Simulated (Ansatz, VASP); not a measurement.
One calculation of Al3Cu2, two programs

```xyz
5
Lattice="4.0920 0.0000 0.0000 -2.0460 3.5437 0.0000 0.0000 0.0000 4.9928" Properties=species:S:1:pos:R:3 pbc="T T T"
Al    0.0000    0.0000    0.0000
Al    0.0000    2.3625    1.7471
Al    2.0460    1.1812    3.2457
Cu    0.0000    2.3625    4.1915
Cu    2.0460    1.1812    0.8013
```

Alike in both runs: task single point; functional PBEsol; k mesh 12 × 12 × 6; occupations gaussian, width 0.1 eV; no spin polarisation.

|  | VASP | Ansatz |
| --- | --- | --- |
| version | VASP 6.6.1 | Ansatz 0.2.0 |
| potentials or method | VASP PAW PBE potentials, release 64 (Al, Cu), cutoff 520 eV | scalar-relativistic, plane waves, PAW |
| valence electrons in the cell | 31 | 47 |

Ansatz gave:

| Quantity | Value |
| --- | --- |
| gap on the k mesh at the Fermi level (eV) | none |
| pressure (GPa) | 0.1 |
| traceless stress, the component that is largest in VASP (GPa) | -0.22 |
| rms of the force components (eV/Å) | 0.026 |

Which values does VASP return?

gap on the k mesh at the Fermi level (eV): none; pressure (GPa): 0.5; traceless stress, the component that is largest in VASP (GPa): -0.21; rms of the force components (eV/Å): 0.027.

VASP's potentials were made for PBE, not for PBEsol. Atom by atom the forces differ by 0.002 eV/Å (rms over components). A gap of «none» marks a metal or a gap that the smearing closes. VASP's potentials hold 31 valence electrons a cell and Ansatz's 47, so a difference there can come from the potentials and not from the codes.
